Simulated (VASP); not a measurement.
# Mg (Cmme) in VASP: a series of runs

The runs below take Mg through single point, relaxation of cell and atoms, with PBE.

Everything below comes from runs of VASP 6.6.1. Logs are shortened: lines on timing, memory, paths and dates and some standing lists are left out, and cuts for length are marked.

### 1 The cell of the first run

The structure is orthorhombic, space group Cmme (No. 67). The conventional cell has a = 3.739 Å, b = 7.980 Å, c = 6.010 Å, α = 90.00°, β = 90.00°, γ = 90.00°. Within 3.4 Å of Mg (site symmetry mm2) lie 2 Mg at 2.58 Å.

### 2 Single point, PBE

Contents of INCAR:

```
PREC = Accurate
ENCUT = 520
EDIFF = 1E-6
ISMEAR = 0
SIGMA = 0.1
LREAL = F
LASPH = T
NELM = 100
ALGO = Normal
ISIF = 2
LWAVE = F
LCHARG = F
GGA = PE
NBANDS = 9
```

Contents of KPOINTS:

```
regular mesh
0
Gamma
  6 6 4
```

Contents of POSCAR:

```
Mg
1.0
    1.8696293300     -3.9898287800      0.0000000000
    1.8696293300      3.9898287800      0.0000000000
    0.0000000000      0.0000000000      6.0100107800
Mg
2
Direct
    0.7500000000      0.2500000000      0.3518535100
    0.2500000000      0.7500000000      0.6481464900
```

Potentials or basis: VASP PAW PBE potentials, release 64 (Mg).

Run with:

```sh
$ cat potpaw_PBE.64/Mg/POTCAR > POTCAR
$ mpirun -np 1 vasp_std > vasp.out
```

OUTCAR:

```text
PREC = Accurate
   ENCUT = 520
   EDIFF = 1E-6
   ISMEAR = 0
   LREAL = F
   LASPH = T
   NELM = 100
   ISIF = 2
   GGA = PE

 ion  position               nearest neighbor table
   1  0.750  0.250  0.352-   2 2.58   2 2.58
   2  0.250  0.750  0.648-   1 2.58   1 2.58

  LATTYP: Found a base centered orthorhombic cell.
 ALAT       =     3.7392586600
 B/A-ratio  =     2.1340212822
 C/A-ratio  =     1.6072733465

  Lattice vectors:

 A1 = (   1.8696293300,  -3.9898287800,   0.0000000000)
 A2 = (   1.8696293300,   3.9898287800,   0.0000000000)
 A3 = (   0.0000000000,   0.0000000000,   6.0100107800)

Analysis of symmetry for initial positions (statically):
=====================================================================
 Subroutine PRICEL returns:
 Original cell was already a primitive cell.

 Routine SETGRP: Setting up the symmetry group for a
 base centered orthorhombic supercell.

 Subroutine GETGRP returns: Found  8 space group operations
 (whereof  4 operations were pure point group operations)
 out of a pool of  8 trial point group operations.

The static configuration has the point symmetry C_2h.
 The point group associated with its full space group is D_2h.

Analysis of symmetry for dynamics (positions and initial velocities):
=====================================================================
 Subroutine PRICEL returns:
 Original cell was already a primitive cell.

 Routine SETGRP: Setting up the symmetry group for a
 base centered orthorhombic supercell.

 Subroutine GETGRP returns: Found  8 space group operations
 (whereof  4 operations were pure point group operations)
 out of a pool of  8 trial point group operations.

The dynamic configuration has the point symmetry C_2h.
 The point group associated with its full space group is D_2h.

 Subroutine INISYM returns: Found  8 space group operations
 (whereof  4 operations are pure point group operations),
 and found     1 'primitive' translations

----------------------------------------------------------------------------------------

                                     Primitive cell

  volume of cell :      89.6634

  direct lattice vectors                    reciprocal lattice vectors
     1.869629330 -3.989828780  0.000000000     0.267432689 -0.125318661  0.000000000
     1.869629330  3.989828780  0.000000000     0.267432689  0.125318661  0.000000000
     0.000000000  0.000000000  6.010010780     0.000000000  0.000000000  0.166389053

  length of vectors
     4.406160179  4.406160179  6.010010780     0.295338806  0.295338806  0.166389053

  position of ions in fractional coordinates (direct lattice)
     0.750000000  0.250000000  0.351853510
     0.250000000  0.750000000  0.648146490

  ion indices of the primitive-cell ions
   primitive index   ion index
                 1           1
                 2           2

----------------------------------------------------------------------------------------

 KPOINTS: regular mesh

Automatic generation of k-mesh.
 Grid dimensions read from file:
 generate k-points for:    6    6    4

 Generating k-lattice:

  Cartesian coordinates                     Fractional coordinates (reciprocal lattice)
     0.044572115 -0.020886443  0.000000000     0.166666667 -0.000000000  0.000000000
     0.044572115  0.020886443  0.000000000    -0.000000000  0.166666667  0.000000000
     0.000000000  0.000000000  0.041597263     0.000000000  0.000000000  0.250000000

  Length of vectors
     0.049223134  0.049223134  0.041597263

  Shift w.r.t. Gamma in fractional coordinates (k-lattice)
     0.000000000  0.000000000  0.000000000

 Subroutine IBZKPT returns following result:
 ===========================================

 Found     39 irreducible k-points:

 Following reciprocal coordinates:
            Coordinates               Weight
  0.000000  0.000000  0.000000      1.000000
  0.166667  0.000000  0.000000      4.000000
  0.333333 -0.000000  0.000000      4.000000
  0.500000 -0.000000  0.000000      2.000000
  0.166667  0.166667  0.000000      2.000000
  0.333333  0.166667  0.000000      4.000000
[... 16 lines left out ...]
  0.333333  0.333333  0.250000      4.000000
  0.500000  0.333333  0.250000      8.000000
 [... further k-points ...]
   k-points           NKPTS =     39   k-points in BZ     NKDIM =     39   number of bands    NBANDS=      9
   number of dos      NEDOS =    301   number of ions     NIONS =      2
   total plane-waves  NPLWV =  62208
   dimension x,y,z NGX =    36 NGY =   36 NGZ =   48
   dimension x,y,z NGXF=    72 NGYF=   72 NGZF=   96
   ions per type =               2
   NGX,Y,Z   is equivalent  to a cutoff of  13.58, 13.58, 13.28 a.u.
   NGXF,Y,Z  is equivalent  to a cutoff of  27.17, 27.17, 26.56 a.u.
 SYSTEM =  unknown system
   PREC   = accura    normal or accurate (medium, high low for compatibility)
   ISTART =      0    job   : 0-new  1-cont  2-samecut
   ICHARG =      2    charge: 1-file 2-atom 10-const
   ISPIN  =      1    spin polarized calculation?
   LNONCOLLINEAR =      F non collinear calculations
   LSORBIT =      F    spin-orbit coupling
   LASPH  =      T    aspherical Exc in radial PAW
   ENCUT  =  520.0 eV  38.22 Ry    6.18 a.u.   8.19  8.19 11.17*2*pi/ulx,y,z
   NELM   =    100;   NELMIN=  2; NELMDL= -5     # of ELM steps
   EDIFF  = 0.1E-05   stopping-criterion for ELM
   LREAL  =      F    real-space projection
   EDIFFG = 0.1E-04   stopping-criterion for IOM
   NSW    =      0    number of steps for IOM
   IBRION =     -1    ionic relax: 0-MD 1-quasi-New 2-CG
   NFREE  =      0    steps in history (QN), initial steepest desc. (CG)
   ISIF   =      2    stress and relaxation
   ISYM   =      2    0-nonsym 1-usesym 2-fastsym
   POTIM  = 0.5000    time-step for ionic-motion
   TEBEG  =    0.0;   TEEND  =   0.0 temperature during run
   PSTRESS=    0.0 pullay stress
   NELECT =       4.0000    total number of electrons
   NUPDOWN=      -1.0000    fix difference up-down
   EMIN   =  10.00;   EMAX   =-10.00  energy-range for DOS
   EFERMI =   0.00;   METHOD = LEGACY
   ISMEAR =     0;   SIGMA  =   0.10  broadening in eV -4-tet -1-fermi 0-gaus
   EFERMI_NEDOS =   21; number of points for ismear=-14 and -15
   IALGO  =     38    algorithm
   IMIX   =      4    mixing-type and parameters
     AMIX     =   0.40;   BMIX     =  1.00
     AMIX_MAG =   1.60;   BMIX_MAG =  1.00
  volume/ion in A,a.u.               =      44.83       302.54
  Fermi-wavevector in a.u.,A,eV,Ry     =   0.580617  1.097207  4.586745  0.337116
  Thomas-Fermi vector in A             =   1.624796
   LORBIT       =      0    0 simple, 1 ext, 2 COOP (PROOUT), +10 PAW based schemes
   GGA     = PE    functional components
   LHFCALC =     F    Hartree Fock is set to
   AEXX    =    0.0000 exact exchange contribution
   IVDW    =     0    specifies the selected vdW correction
   LEPSILON=     F    determine dielectric tensor
   LRPA    =     F    only Hartree local field effects (RPA)
 non-spin polarized calculation
 Gauss-broadening in eV      SIGMA  =   0.10
  energy-cutoff  :      520.00
  volume of cell :       89.66
 maximum number of plane-waves:      2432
 NGX is ok and might be reduce to    36
   NGX = 17   NGY = 17   NGZ = 23

 number of electron       4.0000000 magnetization

 Free energy of the ion-electron system (eV)
  ---------------------------------------------------
  ext. energy  EPLUGINS =         0.00000000
  ---------------------------------------------------
  free energy    TOTEN  =        -0.89834551 eV

  energy without entropy =       -0.88564630  energy(sigma->0) =       -0.89199590

 E-fermi :  -0.2462     XC(G=0):  -6.3534

 val. band max:       -0.2731922092   @ k =   0.5000   0.5000   0.2500
 cond. band min:      -0.2406963846   @ k =  -0.3333   0.3333   0.5000
 fundamental gap:      0.0324958247
 Fermi energy:        -0.2461812972

 k-point     1 :       0.0000    0.0000    0.0000
  band No.  band energies     occupation
      1      -5.1805      2.00000
      2      -0.5841      2.00000
      3       0.1411      0.00000
      4       3.5922      0.00000
      5       4.8968      0.00000
      6       5.2603      0.00000
      7       6.7952      0.00000
      8       7.5382      0.00000
      9       8.4070      0.00000

 k-point     2 :       0.1667    0.0000    0.0000
  band No.  band energies     occupation
      1      -4.8257      2.00000
      2      -0.2382      0.90988
      3       0.4726      0.00000
      4       3.0039      0.00000
      5       3.0197      0.00000
      6       5.7217      0.00000
      7       6.0381      0.00000
      8       7.4474      0.00000
      9       7.8263      0.00000

 k-point     3 :       0.3333   -0.0000    0.0000
  band No.  band energies     occupation
      1      -3.7711      2.00000
      2       0.2258      0.00000
      3       0.8500      0.00000
      4       1.4352      0.00000
      5       2.6645      0.00000
      6       3.9344      0.00000
      7       4.9656      0.00000
      8       5.5652      0.00000
      9       7.1910      0.00000

 k-point     4 :       0.5000   -0.0000    0.0000
  band No.  band energies     occupation
      1      -2.0502      2.00000
      2      -2.0502      2.00000
      3       2.2433      0.00000
      4       2.2433      0.00000
      5       2.9816      0.00000
      6       2.9816      0.00000
      7       3.5261      0.00000
      8       3.5261      0.00000
      9       7.4317      0.00000

 k-point     5 :       0.1667    0.1667    0.0000
  band No.  band energies     occupation
      1      -3.9972      2.00000
      2       0.4601      0.00000
      3       0.8901      0.00000
      4       1.2375      0.00000
      5       3.0065      0.00000
      6       4.6186      0.00000
      7       5.2494      0.00000
      8       6.0712      0.00000
      9       6.6056      0.00000

 k-point     6 :       0.3333    0.1667    0.0000
  band No.  band energies     occupation
      1      -2.4845      2.00000
      2      -1.3576      2.00000
      3       1.2973      0.00000
      4       2.0018      0.00000
      5       2.4236      0.00000
      6       3.7017      0.00000
      7       4.0834      0.00000
      8       4.9645      0.00000
      9       5.9561      0.00000
[... 169 lines left out ...]
 k-point    21 :      -0.3333    0.1667    0.2500
  band No.  band energies     occupation
      1      -4.2620      2.00000
      2      -0.9863      2.00000
      3       0.8213      0.00000
      4       2.3869      0.00000
      5       2.7866      0.00000
      6       3.9215      0.00000
      7       5.9042      0.00000
      8       7.3437      0.00000
      9       7.7986      0.00000

 k-point    22 :      -0.1667    0.1667    0.2500
  band No.  band energies     occupation
      1      -4.8301      2.00000
      2      -1.5612      2.00000
      3       1.6048      0.00000
      4       2.1891      0.00000
      5       4.7354      0.00000
      6       5.0015      0.00000
      7       6.3655      0.00000
      8       7.4069      0.00000
      9       8.1348      0.00000

 k-point    23 :       0.3333    0.3333    0.2500
  band No.  band energies     occupation
      1      -2.5096      2.00000
      2      -0.4403      1.99394
      3      -0.2733      1.29849
      4       0.8754      0.00000
      5       2.6894      0.00000
      6       2.6960      0.00000
      7       4.6823      0.00000
      8       6.5377      0.00000
      9       6.5579      0.00000

 k-point    24 :       0.5000    0.3333    0.2500
  band No.  band energies     occupation
      1      -3.5595      2.00000
      2      -0.8368      2.00000
      3      -0.2014      0.52639
      4       2.0574      0.00000
      5       2.1915      0.00000
      6       3.3516      0.00000
      7       5.5481      0.00000
      8       6.0769      0.00000
      9       8.2136      0.00000

 [... further k-points ...]
[... 5 lines left out ...]
  --------------------------------------------------------------------------------------
  -------------------------------------------------------------------------------------
  Total        0.8402704     -2.3717278      1.7740226      0.0000000      0.0000000      0.0000000
  in kB       15.0146295    -42.3799464     31.6996687      0.0000000      0.0000000      0.0000000
  external PRESSURE =       1.4447839 kB  Pullay stress =       0.0000000 kB

 VOLUME and BASIS-vectors are now :
 -----------------------------------------------------------------------------
  energy-cutoff  :      520.00
  volume of cell :       89.66
      direct lattice vectors                 reciprocal lattice vectors
     1.869629330 -3.989828780  0.000000000     0.267432689 -0.125318661  0.000000000
     1.869629330  3.989828780  0.000000000     0.267432689  0.125318661  0.000000000
     0.000000000  0.000000000  6.010010780     0.000000000  0.000000000  0.166389053

 POSITION                                       TOTAL-FORCE (eV/Angst)
 -----------------------------------------------------------------------------------
      1.86963     -1.99491      2.11464        -0.000000      0.000000     -1.959482
      1.86963      1.99491      3.89537         0.000000      0.000000      1.959482
 -----------------------------------------------------------------------------------
    total drift:                               -0.000000      0.000000      0.000000

  FREE ENERGIE OF THE ION-ELECTRON SYSTEM (eV)
  ---------------------------------------------------
  free  energy   TOTEN  =        -0.8983455064 eV

  energy  without entropy=       -0.8856462995  energy(sigma->0) =       -0.89199590
```

Run time: 47 s. Hardware: 1 thread of AMD EPYC 7R43 (Zen 3), shared host; peak memory 0.19 GiB.

Results:

```yaml
Free_energy: -0.8983 eV
Pressure: 0.1 GPa
Largest_force: 1.959 eV/Å
Band_gap_on_the_k_mesh: zero (band 2 reaches 0.46 eV, above the bottom of band 3 at -0.86 eV)
```

Forces in eV/Å, atoms in the order of the input:
```
Mg   0.000  0.000 -1.959
Mg   0.000  0.000  1.959
```

Levels at points of the mesh, in eV from the Fermi level:
| k point | band 1 | band 2 | band 3 | band 4 | band 5 | band 6 | band 7 |
| --- | --- | --- | --- | --- | --- | --- | --- |
| (0.00, 0.00, 0.00) | -4.93 | -0.34 | 0.39 | 3.84 | 5.14 | 5.51 | 7.04 |
| (0.50, 0.00, 0.00) | -1.80 | -1.80 | 2.49 | 2.49 | 3.23 | 3.23 | 3.77 |
| (0.50, 0.50, 0.00) | -3.55 | -1.30 | 1.17 | 1.79 | 2.95 | 3.92 | 4.56 |
| (0.00, 0.00, 0.50) | -4.66 | -2.17 | 4.04 | 4.13 | 5.19 | 5.61 | 5.62 |
| (0.50, 0.00, 0.50) | -1.55 | -1.55 | 0.97 | 0.97 | 3.42 | 3.42 | 5.90 |
| (0.50, 0.50, 0.50) | -3.30 | -0.99 | -0.62 | 1.15 | 4.71 | 5.32 | 5.68 |

Caveat: forces of over 1 eV/Å act on the atoms, so gaps and moduli don't describe the material at rest.

### 3 Relaxation of cell and atoms, PBE

Contents of INCAR:

```
SYSTEM = Mg
PREC     = Accurate       ! precision mode
ENCUT    = 600            ! plane-wave cutoff, eV
EDIFF    = 1E-6           ! SCF threshold, eV
ISMEAR   = 0              ! smearing method
SIGMA    = 0.1            ! smearing width, eV
LREAL    = .False.        ! projectors in reciprocal space
LASPH    = .True.         ! aspherical terms in the spheres
NELM     = 100            ! most SCF steps
ALGO     = Normal         ! electronic algorithm
ISIF     = 3              ! what is computed and relaxed
LWAVE    = .False.        ! write WAVECAR
LCHARG   = .False.        ! write CHGCAR
GGA      = PE             ! functional
IBRION   = 2              ! ionic algorithm
NSW      = 90             ! ionic steps
EDIFFG   = -0.04          ! ionic threshold
```

Contents of KPOINTS:

```
regular mesh
0
Gamma
  6 6 4
  0 0 0
```

POSCAR is that of step 2.

Potentials or basis: VASP PAW PBE potentials, release 64 (Mg).

Run with:

```sh
$ cat potpaw_PBE.64/Mg/POTCAR > POTCAR
$ mpirun -np 1 vasp_std > vasp.out
```

It took 6.6 min on 1 thread of AMD EPYC 7R43 (Zen 3), shared host; peak memory 0.23 GiB.

The run converged. Its results:

```
Free energy                            : -2.9340 eV
Relaxed volume                         : 22.85 Å³/atom
Relaxed cell                           : a = 3.060 Å, b = 3.060 Å, c = 5.206 Å, α = 90.00°, β = 90.00°, γ = 110.36°
Space group after relaxing (to 0.05 Å) : Fmmm (No. 69)
Energy gained by relaxing              : 1017.8 meV/atom
Ionic steps                            : 24
Pressure after relaxing                : 0.0 GPa
Largest force after relaxing           : 0.004 eV/Å
Band gap on the k mesh                 : zero (band 2 reaches 3.91 eV, above the bottom of band 3 at 1.35 eV)
```

Forces on the atoms (eV/Å):
```
Mg   0.000  0.000  0.004
Mg   0.000  0.000 -0.004
```

Stress tensor (GPa, compression positive):
```
-0.03  0.00  0.00
 0.00  0.06  0.00
 0.00  0.00 -0.11
```

The path:
| step | energy change (eV) | largest force (eV/Å) | pressure (GPa) | volume (Å³) |
| --- | --- | --- | --- | --- |
| 1 | 0.0000 | 1.9593 | 0.14 | 89.66 |
| 2 | -0.4391 | 0.8133 | -2.00 | 89.94 |
| 3 | -0.5958 | 0.2640 | -3.06 | 89.79 |
| 4 | -0.7679 | 0.0553 | -4.10 | 88.47 |
| 5 | -1.3832 | 0.0159 | -4.71 | 70.13 |
| 6 | 4.7083 | 0.0196 | 91.42 | 26.90 |
| 7 | -1.4944 | 0.0205 | -4.03 | 65.39 |
| 8 | -1.5914 | 0.0066 | -0.09 | 53.20 |
| 9 | -1.6209 | 0.0302 | -2.10 | 57.35 |
| 10 | -1.6212 | 0.0296 | -1.84 | 56.71 |
| 11 | -1.7748 | 0.2628 | -0.94 | 51.83 |
| 12 | -1.5092 | 1.8003 | 12.41 | 37.87 |
| 13 | -1.8510 | 0.5612 | 0.63 | 48.04 |
| 14 | -1.8604 | 0.7587 | 2.04 | 45.80 |
| 15 | -1.9266 | 0.7291 | 1.57 | 44.95 |
| 16 | -1.8907 | 0.4237 | 3.68 | 42.71 |
| 17 | -1.9363 | 0.6593 | 2.30 | 43.84 |
| 18 | -2.0085 | 0.1321 | -0.27 | 46.27 |
| 19 | -2.0103 | 0.0508 | -0.64 | 46.76 |
| 20 | -2.0293 | 0.0227 | -0.20 | 45.89 |
| 21 | -2.0333 | 0.0146 | 0.65 | 44.88 |
| 22 | -2.0349 | 0.0011 | 0.31 | 45.26 |
| 23 | -2.0349 | 0.0026 | 0.35 | 45.21 |
| 24 | -2.0356 | 0.0036 | -0.03 | 45.69 |

Final structure:
```xyz
2
Lattice="1.7471 -2.5118 0.0000 1.7471 2.5118 0.0000 0.0000 0.0000 5.2061" Properties=species:S:1:pos:R:3 pbc="T T T"
Mg    1.7471   -1.2559    1.3009
Mg    1.7471    1.2559    3.9052
```

Levels at points of the mesh, in eV from the Fermi level:
```tsv
k point	band 1	band 2	band 3	band 4	band 5	band 6
(0.00, 0.00, 0.00)	-7.10	-1.87	-1.46	9.01	9.89	11.86
(0.50, 0.00, 0.00)	-2.63	-2.63	2.35	2.35	3.03	3.03
(0.50, 0.50, 0.00)	-1.58	-0.96	3.36	3.59	3.71	3.99
(0.00, 0.00, 0.50)	-5.72	-5.72	4.81	4.81	10.31	10.92
(0.50, 0.00, 0.50)	-1.58	-1.58	-0.96	-0.96	8.28	8.28
(0.50, 0.50, 0.50)	-0.31	-0.31	0.37	0.37	5.47	6.70
```

Caveat: the volume moved by over 15 % at a fixed basis, so the end points are rough.
